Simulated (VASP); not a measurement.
# MoS2 (R3m) in VASP: further runs

Runs on MoS2. Level: PBEsol. Tasks: single point.

All numbers are computed with VASP 6.6.1; they aren't measurements. Logs are shortened: lines on timing, memory, paths and dates and some standing lists are left out, and cuts for length are marked.

## (1) The cell of the first run

It takes space group R3m (No. 160, trigonal). Conventional cell: a = 3.100 Å, b = 3.100 Å, c = 18.370 Å, α = 90.00°, β = 90.00°, γ = 120.00°. Mo (site symmetry 3m) has 6 S at 2.34 Å and 6 Mo at 3.10 Å within 3.1 Å. Within 3.1 Å of S (site symmetry 3m) lie 3 Mo at 2.34 Å and 7 S at 3.00 to 3.10 Å. S (site symmetry 3m) has 3 Mo at 2.34 Å and 7 S at 3.00 to 3.10 Å within 3.1 Å.

## (2) Single point, PBEsol (equal xx and yy strain of -2 %)

Input file INCAR:

```
SYSTEM = MoS2
PREC = Accurate
ENCUT = 520
EDIFF = 1E-7
ISMEAR = -1
SIGMA = 0.05
LREAL = .FALSE.
LASPH = .TRUE.
NELM = 80
ALGO = Normal
ISIF = 2
LWAVE = .FALSE.
LCHARG = .TRUE.
GGA = PS
LELF = .TRUE.
LVHAR = .TRUE.
NBANDS = 20
```

Input file KPOINTS:

```
Automatic mesh
0
G
  13 13 13
  0 0 0
```

Input file POSCAR:

```
MoS2
1.0
    1.5498703497      0.8948180636      6.1233300000
   -1.5498703497      0.8948180636      6.1233300000
    0.0000000000     -1.7896361271      6.1233300000
Mo S
1 2
Direct
    0.0000000000      0.0000000000      0.0000000000
    0.7484000000      0.7484000000      0.7484000000
    0.5849000000      0.5849000000      0.5849000000
```

Potentials or basis: VASP PAW PBE potentials, release 64 (Mo_sv, S).

Command:

```
cat potpaw_PBE.64/Mo_sv/POTCAR potpaw_PBE.64/S/POTCAR > POTCAR
mpirun -np 1 vasp_std > vasp.out
```

OUTCAR:

```text
SYSTEM = MoS2
   PREC = Accurate
   ENCUT = 520
   EDIFF = 1E-7
   ISMEAR = -1
   LREAL = .FALSE.
   LASPH = .TRUE.
   NELM = 80
   ISIF = 2
   GGA = PS

 ion  position               nearest neighbor table
   1  0.000  0.000  0.000-   2 2.34   2 2.34   2 2.34   3 2.34   3 2.34   3 2.34
   2  0.748  0.748  0.748-   1 2.34   1 2.34   1 2.34
   3  0.585  0.585  0.585-   1 2.34   1 2.34   1 2.34

  LATTYP: Found a trigonal (rhomboedric) cell.
 ALAT       =     6.3794958858
 COS(alpha) =     0.8819548870

  Lattice vectors:

 A1 = (   1.5498703497,   0.8948180636,   6.1233300000)
 A2 = (  -1.5498703497,   0.8948180636,   6.1233300000)
 A3 = (   0.0000000000,  -1.7896361271,   6.1233300000)

Analysis of symmetry for initial positions (statically):
=====================================================================
 Subroutine PRICEL returns:
 Original cell was already a primitive cell.

 Routine SETGRP: Setting up the symmetry group for a
 trigonal (rhombohedral) supercell.

 Subroutine GETGRP returns: Found  6 space group operations
 (whereof  6 operations were pure point group operations)
 out of a pool of 12 trial point group operations.

The static configuration has the point symmetry C_3v.

Analysis of symmetry for dynamics (positions and initial velocities):
=====================================================================
 Subroutine PRICEL returns:
 Original cell was already a primitive cell.

 Routine SETGRP: Setting up the symmetry group for a
 trigonal (rhombohedral) supercell.

 Subroutine GETGRP returns: Found  6 space group operations
 (whereof  6 operations were pure point group operations)
 out of a pool of 12 trial point group operations.

The dynamic configuration has the point symmetry C_3v.

 Subroutine INISYM returns: Found  6 space group operations
 (whereof  6 operations are pure point group operations),
 and found     1 'primitive' translations

----------------------------------------------------------------------------------------

                                     Primitive cell

  volume of cell :      50.9529

  direct lattice vectors                    reciprocal lattice vectors
     1.549870350  0.894818064  6.123330000     0.322607630  0.186257602  0.054436611
    -1.549870350  0.894818064  6.123330000    -0.322607630  0.186257602  0.054436611
     0.000000000 -1.789636127  6.123330000     0.000000000 -0.372515204  0.054436611

  length of vectors
     6.379495886  6.379495886  6.379495886     0.376471674  0.376471674  0.376471674

  position of ions in fractional coordinates (direct lattice)
     0.000000000  0.000000000  0.000000000
     0.748400000  0.748400000  0.748400000
     0.584900000  0.584900000  0.584900000

  ion indices of the primitive-cell ions
   primitive index   ion index
                 1           1
                 2           2
                 3           3

----------------------------------------------------------------------------------------

 KPOINTS: Automatic mesh

Automatic generation of k-mesh.
 Grid dimensions read from file:
 generate k-points for:   13   13   13

 Generating k-lattice:

  Cartesian coordinates                     Fractional coordinates (reciprocal lattice)
     0.024815972  0.014327508  0.004187432     0.076923077  0.000000000  0.000000000
    -0.024815972  0.014327508  0.004187432     0.000000000  0.076923077  0.000000000
     0.000000000 -0.028655016  0.004187432     0.000000000  0.000000000  0.076923077

  Length of vectors
     0.028959360  0.028959360  0.028959360

  Shift w.r.t. Gamma in fractional coordinates (k-lattice)
     0.000000000  0.000000000  0.000000000

 Subroutine IBZKPT returns following result:
 ===========================================

 Found    231 irreducible k-points:

 Following reciprocal coordinates:
            Coordinates               Weight
  0.000000  0.000000  0.000000      1.000000
  0.076923  0.000000  0.000000      6.000000
  0.153846  0.000000  0.000000      6.000000
  0.230769  0.000000 -0.000000      6.000000
  0.307692  0.000000  0.000000      6.000000
  0.384615  0.000000  0.000000      6.000000
[... 16 lines left out ...]
  0.384615  0.153846  0.000000     12.000000
  0.461538  0.153846 -0.000000     12.000000
 [... further k-points ...]
   k-points           NKPTS =    231   k-points in BZ     NKDIM =    231   number of bands    NBANDS=     20
   number of dos      NEDOS =    301   number of ions     NIONS =      3
   total plane-waves  NPLWV = 110592
   dimension x,y,z NGX =    48 NGY =   48 NGZ =   48
   dimension x,y,z NGXF=    96 NGYF=   96 NGZF=   96
   ions per type =               1   2
   NGX,Y,Z   is equivalent  to a cutoff of  12.51, 12.51, 12.51 a.u.
   NGXF,Y,Z  is equivalent  to a cutoff of  25.02, 25.02, 25.02 a.u.
 SYSTEM =  MoS2
   PREC   = accura    normal or accurate (medium, high low for compatibility)
   ISTART =      0    job   : 0-new  1-cont  2-samecut
   ICHARG =      2    charge: 1-file 2-atom 10-const
   ISPIN  =      1    spin polarized calculation?
   LNONCOLLINEAR =      F non collinear calculations
   LSORBIT =      F    spin-orbit coupling
   LASPH  =      T    aspherical Exc in radial PAW
   ENCUT  =  520.0 eV  38.22 Ry    6.18 a.u.  11.86 11.86 11.86*2*pi/ulx,y,z
   NELM   =     80;   NELMIN=  2; NELMDL= -5     # of ELM steps
   EDIFF  = 0.1E-06   stopping-criterion for ELM
   LREAL  =      F    real-space projection
   EDIFFG = 0.1E-05   stopping-criterion for IOM
   NSW    =      0    number of steps for IOM
   IBRION =     -1    ionic relax: 0-MD 1-quasi-New 2-CG
   NFREE  =      0    steps in history (QN), initial steepest desc. (CG)
   ISIF   =      2    stress and relaxation
   ISYM   =      2    0-nonsym 1-usesym 2-fastsym
   POTIM  = 0.5000    time-step for ionic-motion
   TEBEG  =    0.0;   TEEND  =   0.0 temperature during run
   PSTRESS=    0.0 pullay stress
   NELECT =      26.0000    total number of electrons
   NUPDOWN=      -1.0000    fix difference up-down
   EMIN   =  10.00;   EMAX   =-10.00  energy-range for DOS
   EFERMI =   0.00;   METHOD = LEGACY
   ISMEAR =    -1;   SIGMA  =   0.05  broadening in eV -4-tet -1-fermi 0-gaus
   EFERMI_NEDOS =   21; number of points for ismear=-14 and -15
   IALGO  =     38    algorithm
   IMIX   =      4    mixing-type and parameters
     AMIX     =   0.40;   BMIX     =  1.00
     AMIX_MAG =   1.60;   BMIX_MAG =  1.00
  volume/ion in A,a.u.               =      16.98       114.62
  Fermi-wavevector in a.u.,A,eV,Ry     =   1.308206  2.472152 23.285065  1.711404
  Thomas-Fermi vector in A             =   2.438889
   LORBIT       =      0    0 simple, 1 ext, 2 COOP (PROOUT), +10 PAW based schemes
   GGA     = PS    functional components
   LHFCALC =     F    Hartree Fock is set to
   AEXX    =    0.0000 exact exchange contribution
   IVDW    =     0    specifies the selected vdW correction
   LEPSILON=     F    determine dielectric tensor
   LRPA    =     F    only Hartree local field effects (RPA)
 non-spin polarized calculation
  energy-cutoff  :      520.00
  volume of cell :       50.95
 maximum number of plane-waves:      1384
   NGX = 23   NGY = 23   NGZ = 23

 number of electron      26.0000001 magnetization

 Free energy of the ion-electron system (eV)
  ---------------------------------------------------
  ext. energy  EPLUGINS =         0.00000000
  ---------------------------------------------------
  free energy    TOTEN  =       -23.32333893 eV

  energy without entropy =      -23.32333819  energy(sigma->0) =      -23.32333856

 E-fermi :   8.5823     XC(G=0): -11.1693

 val. band max:        8.1603606804   @ k =   0.4615   0.4615   0.4615
 cond. band min:       9.1535178193   @ k =  -0.2308   0.1538  -0.0000
 fundamental gap:      0.9931571389
 Fermi energy:         8.5822573862

 k-point     1 :       0.0000    0.0000    0.0000
  band No.  band energies     occupation
      1     -53.2904      2.00000
      2     -27.5637      2.00000
      3     -27.2533      2.00000
      4     -27.2533      2.00000
      5      -7.3662      2.00000
      6      -5.4499      2.00000
[... 12 lines left out ...]
     19      16.4194      0.00000
     20      16.5046      0.00000

 k-point     2 :       0.0769    0.0000    0.0000
  band No.  band energies     occupation
      1     -53.2872      2.00000
      2     -27.5575      2.00000
      3     -27.2841      2.00000
      4     -27.2602      2.00000
      5      -7.2634      2.00000
      6      -5.4228      2.00000
[... 12 lines left out ...]
     19      16.5081      0.00000
     20      16.9104      0.00000

 k-point     3 :       0.1538    0.0000    0.0000
  band No.  band energies     occupation
      1     -53.2783      2.00000
      2     -27.5402      2.00000
      3     -27.3685      2.00000
      4     -27.2791      2.00000
      5      -6.9682      2.00000
      6      -5.3449      2.00000
[... 12 lines left out ...]
     19      16.6193      0.00000
     20      17.4318      0.00000

 k-point     4 :       0.2308    0.0000   -0.0000
  band No.  band energies     occupation
      1     -53.2658      2.00000
      2     -27.5158      2.00000
      3     -27.4857      2.00000
      4     -27.3056      2.00000
      5      -6.5209      2.00000
      6      -5.2271      2.00000
[... 12 lines left out ...]
     19      16.6423      0.00000
     20      17.3710      0.00000

 k-point     5 :       0.3077    0.0000    0.0000
  band No.  band energies     occupation
      1     -53.2525      2.00000
      2     -27.6079      2.00000
      3     -27.4898      2.00000
      4     -27.3335      2.00000
      5      -5.9919      2.00000
      6      -5.0902      2.00000
[... 12 lines left out ...]
     19      15.8744      0.00000
     20      16.4055      0.00000
[... 353 lines left out ...]
      6      -5.3048      2.00000
[... 12 lines left out ...]
     19      16.8620      0.00000
     20      17.0809      0.00000

 k-point    22 :       0.3077    0.1538    0.0000
  band No.  band energies     occupation
      1     -53.2594      2.00000
      2     -27.5268      2.00000
      3     -27.5033      2.00000
      4     -27.3380      2.00000
      5      -6.2511      2.00000
      6      -5.1942      2.00000
[... 12 lines left out ...]
     19      16.7860      0.00000
     20      17.3404      0.00000

 k-point    23 :       0.3846    0.1538    0.0000
  band No.  band energies     occupation
      1     -53.2476      2.00000
      2     -27.6168      2.00000
      3     -27.4802      2.00000
      4     -27.3811      2.00000
      5      -5.7592      2.00000
      6      -5.0558      2.00000
[... 12 lines left out ...]
     19      16.2297      0.00000
     20      16.9291      0.00000

 k-point    24 :       0.4615    0.1538   -0.0000
  band No.  band energies     occupation
      1     -53.2377      2.00000
      2     -27.6892      2.00000
      3     -27.4609      2.00000
      4     -27.4179      2.00000
      5      -5.3043      2.00000
      6      -4.9212      2.00000
[... 12 lines left out ...]
     19      16.1217      0.00000
     20      16.7946      0.00000

 [... further k-points ...]

------------------------ aborting loop because EDIFF is reached ----------------------------------------

  FORCE on cell =-STRESS in cart. coord.  units (eV):
  Direction    XX          YY          ZZ          XY          YZ          ZX
  --------------------------------------------------------------------------------------
  -------------------------------------------------------------------------------------
  Total        3.0955808      3.0955808      4.6922302      0.0000000      0.0000000      0.0000000
  in kB       97.3382876     97.3382875    147.5437676      0.0000000      0.0000000      0.0000000
  external PRESSURE =     114.0734476 kB  Pullay stress =       0.0000000 kB

 VOLUME and BASIS-vectors are now :
 -----------------------------------------------------------------------------
  energy-cutoff  :      520.00
  volume of cell :       50.95
      direct lattice vectors                 reciprocal lattice vectors
     1.549870350  0.894818064  6.123330000     0.322607630  0.186257602  0.054436611
    -1.549870350  0.894818064  6.123330000    -0.322607630  0.186257602  0.054436611
     0.000000000 -1.789636127  6.123330000     0.000000000 -0.372515204  0.054436611

 POSITION                                       TOTAL-FORCE (eV/Angst)
 -----------------------------------------------------------------------------------
      0.00000      0.00000      0.00000         0.000000     -0.000000     -0.003316
      0.00000      0.00000     13.74810         0.000000      0.000000      1.525286
      0.00000      0.00000     10.74461         0.000000     -0.000000     -1.521970
 -----------------------------------------------------------------------------------
    total drift:                                0.000000      0.000000     -0.000006

  FREE ENERGIE OF THE ION-ELECTRON SYSTEM (eV)
  ---------------------------------------------------
  free  energy   TOTEN  =       -23.3233389313 eV

  energy  without entropy=      -23.3233381873  energy(sigma->0) =      -23.32333856
```

Run time: 7.7 min. Hardware: 1 thread of Intel Xeon Platinum 8488C (Sapphire Rapids), shared host; peak memory 0.46 GiB.

What came out:

- Free energy: -23.3233 eV
- Pressure: 11.4 GPa
- Largest force: 1.525 eV/Å
- Band gap on the k mesh: 0.99 eV (least direct gap 2.01 eV)

Forces on the atoms (eV/Å):
```
Mo   0.000  0.000 -0.003
S    0.000  0.000  1.525
S    0.000  0.000 -1.522
```

Levels at points of the mesh, in eV from the valence-band top:
```tsv
k point	band 9	band 10	band 11	band 12	band 13	band 14	band 15	band 16	band 17	band 18
(0.00, 0.00, 0.00)	-3.80	-2.53	-2.53	-1.39	-1.33	2.15	2.15	2.70	2.70	5.60
```

Caveat: the cell differs from its parent crystal (equal xx and yy strain of -2 %); the stress differs along the axes, from 10 to 15 GPa; the PAW data sets were made with another functional, which shifts forces and pressure a little.

## (3) Single point, PBEsol (equal xx and yy strain of +1 %)

Input file INCAR:

```
SYSTEM = MoS2
ALGO = Normal
EDIFF = 1E-6
ENCUT = 520
GGA = PS
ISIF = 2
ISMEAR = -1
LASPH = .TRUE.
LCHARG = .FALSE.
LREAL = .FALSE.
LWAVE = .FALSE.
NBANDS = 20
NELM = 100
PREC = Accurate
SIGMA = 0.05
```

Input file KPOINTS:

```
k-points
0
G
  13 13 13
  0 0 0
```

Input file POSCAR:

```
MoS2
1.0
    1.5973153604      0.9222104533      6.1233300000
   -1.5973153604      0.9222104533      6.1233300000
    0.0000000000     -1.8444209065      6.1233300000
Mo S
1 2
Direct
    0.0000000000      0.0000000000      0.0000000000
    0.7484000000      0.7484000000      0.7484000000
    0.5849000000      0.5849000000      0.5849000000
```

Potentials or basis: VASP PAW PBE potentials, release 64 (Mo_sv, S).

Command:

```
cat potpaw_PBE.64/Mo_sv/POTCAR potpaw_PBE.64/S/POTCAR > POTCAR
mpirun -np 1 vasp_std > vasp.out
```

Wall time 6.8 min (1 thread of Intel Xeon Platinum 8488C (Sapphire Rapids), shared host); peak memory 0.47 GiB.

Results (log left out):

```
Free energy            : -23.3968 eV
Pressure               : 1.1 GPa
Largest force          : 0.782 eV/Å
Band gap on the k mesh : 0.62 eV (least direct gap 1.73 eV)
```

Forces on the atoms (eV/Å):
```
Mo   0.000  0.000 -0.004
S    0.000  0.000  0.782
S    0.000  0.000 -0.778
```

Stress tensor (GPa, compression positive):
```
-1.85  0.00  0.00
 0.00 -1.85  0.00
 0.00  0.00  6.97
```

Levels at points of the mesh, in eV from the valence-band top:
```csv
k point,band 11,band 12,band 13,band 14,band 15,band 16
"(0.00, 0.00, 0.00)",-2.70,-1.27,-1.13,1.80,1.80,2.33
```

Caveat: the cell differs from its parent crystal (equal xx and yy strain of +1 %); the stress differs along the axes, from -2 to 7 GPa; the PAW data sets were made with another functional, which shifts forces and pressure a little. A k mesh can miss the band edges.
